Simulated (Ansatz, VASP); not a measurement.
**TiB6 in VASP and in Ansatz**

The input INCAR:

```
SYSTEM = TiB6
PREC = Accurate
ENCUT = 520
EDIFF = 1E-7
ISMEAR = 0
SIGMA = 0.1
LREAL = .False.
LASPH = .True.
NELM = 150
ALGO = Normal
ISIF = 2
LWAVE = .False.
LCHARG = .True.
ISPIN = 2
MAGMOM = 1 0 0 0 0 0 0
LORBIT = 11
LMAXMIX = 4
GGA = PE
LELF = .True.
LVHAR = .True.
NBANDS = 28
```

The input KPOINTS:

```
Automatic mesh
0
Gamma
  4 4 4
  0 0 0
```

The input POSCAR:

```
TiB6
1.0
    4.0503650734      0.0000000000      0.0000000000
    0.0000000000      4.0503650734      0.0000000000
    0.0000000000      0.0000000000      4.0503650734
Ti B
1 6
Direct
    0.0000000000      0.0000000000      0.0000000000
    0.8020198186      0.5000000000      0.5000000000
    0.1979801814      0.5000000000      0.5000000000
    0.5000000000      0.5000000000      0.8020198186
    0.5000000000      0.5000000000      0.1979801814
    0.5000000000      0.1979801814      0.5000000000
    0.5000000000      0.8020198186      0.5000000000
```

Input for Ansatz:

```yaml
crystal:
  lattice:
    - [4.0503650734, 0.0, 0.0]
    - [0.0, 4.0503650734, 0.0]
    - [0.0, 0.0, 4.0503650734]
  atoms:
    - { symbol: Ti, position: [0.0, 0.0, 0.0], spin: 1.0 }
    - { symbol: B, position: [0.8020198186, 0.5, 0.5] }
    - { symbol: B, position: [0.1979801814, 0.5, 0.5] }
    - { symbol: B, position: [0.5, 0.5, 0.8020198186] }
    - { symbol: B, position: [0.5, 0.5, 0.1979801814] }
    - { symbol: B, position: [0.5, 0.1979801814, 0.5] }
    - { symbol: B, position: [0.5, 0.8020198186, 0.5] }
basis:
  ecutwfc: 420
kpoints:
  mp_grid: { grid: [4, 4, 4] }
hamiltonian:
  xc: pbe
scf:
  occupations: { method: gaussian, width: 0.1 }
  lower_state_search: "off"
output:
  forces: true
  stress: true
  eigenvalues: true
  populations: true
magnetization:
  spin_polarized: true
```

Change from the starting cell: species swapped into the YbB6 type (Pm-3m, No. 221).

Alike in both runs: task single point; functional PBE; k mesh 4 × 4 × 4; occupations gaussian, width 0.1 eV; collinear spin.

|  | VASP | Ansatz |
| --- | --- | --- |
| version | VASP 6.6.1 | Ansatz 0.2.0 |
| potentials or method | VASP PAW PBE potentials, release 64 (Ti_sv, B), cutoff 520 eV | scalar-relativistic, plane waves, PAW |
| valence electrons in the cell | 30 | 30 |

|  | VASP | Ansatz | Ansatz less VASP |
| --- | --- | --- | --- |
| gap on the k mesh at the Fermi level (eV) | none | none | - |
| pressure (GPa) | 3.1 | 3.1 | -0.05 |
| rms of the force components (eV/Å) | 0.072 | 0.083 | +0.0109 |
| net moment per atom (μB) | 0.25 | 0.25 | 0.000 |
| size of the moment on the site where the two differ most (μB) | 1.44 | 1.49 | +0.058 |

Site moments also hang on the region over which each program counts them. Atom by atom the forces differ by 0.011 eV/Å (rms over components). A gap of «none» marks a metal or a gap that the smearing closes.

The k mesh is coarse, so the values compare programs but aren't converged.
